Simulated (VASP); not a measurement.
Set up this calculation in VASP 6.6.1, as the native input.

```yaml
Task: single point
Functional: PBE
Potentials_or_basis: VASP PAW PBE potentials, release 64 (Sc_sv, W_sv)
Cutoff: 520 eV
k_mesh: 4 × 4 × 4
Occupations: gaussian, width 0.1 eV
Spin: no spin polarisation
Dipole_correction: no
Further_INCAR_settings: ALGO = Fast; EDIFF = 1e-07; NBANDS = 32
```

The structure of Sc3W lies in POSCAR:

```
Sc3W
1.0
    4.3677731437      0.0000000000      0.0000000000
    0.0000000000      4.3677731437      0.0000000000
    0.0000000000      0.0000000000      4.3677731437
Sc W
3 1
Direct
    0.5000000000      0.0000000000      0.5000000000
    0.0000000000      0.5000000000      0.5000000000
    0.5000000000      0.5000000000      0.0000000000
    0.0000000000      0.0000000000      0.0000000000
```

The cell was built from a structure type or drawn by symmetry, and may not be a known phase.

These files were run (other wordings do the same):

INCAR

```
SYSTEM = Sc3W
PREC = Accurate
ENCUT = 520
EDIFF = 1E-7
ISMEAR = 0
SIGMA = 0.1
LREAL = .FALSE.
LASPH = .TRUE.
NELM = 100
ALGO = Fast
ISIF = 2
LWAVE = .FALSE.
LCHARG = .TRUE.
GGA = PE
LELF = .TRUE.
LVHAR = .TRUE.
NBANDS = 32
```

KPOINTS

```
Automatic mesh
0
G
  4 4 4
  0 0 0
```

Potentials or basis: VASP PAW PBE potentials, release 64 (Sc_sv, W_sv).

Launch:

```console
$ cat potpaw_PBE.64/Sc_sv/POTCAR potpaw_PBE.64/W_sv/POTCAR > POTCAR
$ mpirun -np 1 vasp_std > vasp.out
```

Results of the run:

The pressure is 0.1 GPa and the band gap on the k mesh is zero (an odd number of electrons rules out a gap without spin polarisation).

Caveat: spin-orbit coupling is left out, which moves the levels of the heavy elements.

It took 49 s on 1 thread of Intel Xeon 8259CL (shared host), peak memory 0.19 GiB.
